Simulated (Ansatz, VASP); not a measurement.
# Two plane-wave programs on Al3B2As

```
Al B As
1.0
     5.74033    0.00000    0.00000
    -2.87017    4.97127    0.00000
     0.00000    0.00000    2.97315
Al B As
3 2 1
Direct
  0.50000 0.00000 0.50000
  0.00000 0.50000 0.50000
  0.50000 0.50000 0.50000
  0.33333 0.66667 0.00000
  0.66667 0.33333 0.00000
  0.00000 0.00000 0.00000
```

Alike in both runs: functional PBE; k mesh 6 × 6 × 4; occupations gaussian, width 0.1 eV; no spin polarisation.

Ansatz relaxed the structure, and its values are those at the end. VASP's run is a single point on that final structure, the one shown.

|  | VASP | Ansatz |
| --- | --- | --- |
| version | VASP 6.6.1 | Ansatz 0.2.0 |
| potentials or method | VASP PAW PBE potentials, release 64 (Al, B, As), cutoff 520 eV | scalar-relativistic, plane waves, PAW |
| valence electrons in the cell | 20 | 30 |

|  | VASP | Ansatz | Ansatz less VASP |
| --- | --- | --- | --- |
| gap on the k mesh at the Fermi level (eV) | none | none | - |
| pressure (GPa) | -0.1 | -0.1 | +0.02 |

A gap of «none» marks a metal or a gap that the smearing closes. The functional is the same, so the differences come from potentials, cutoffs and numerics. VASP's potentials hold 20 valence electrons a cell and Ansatz's 30, so a difference there can come from the potentials and not from the codes.

The k mesh is coarse, so the values compare programs but aren't converged.
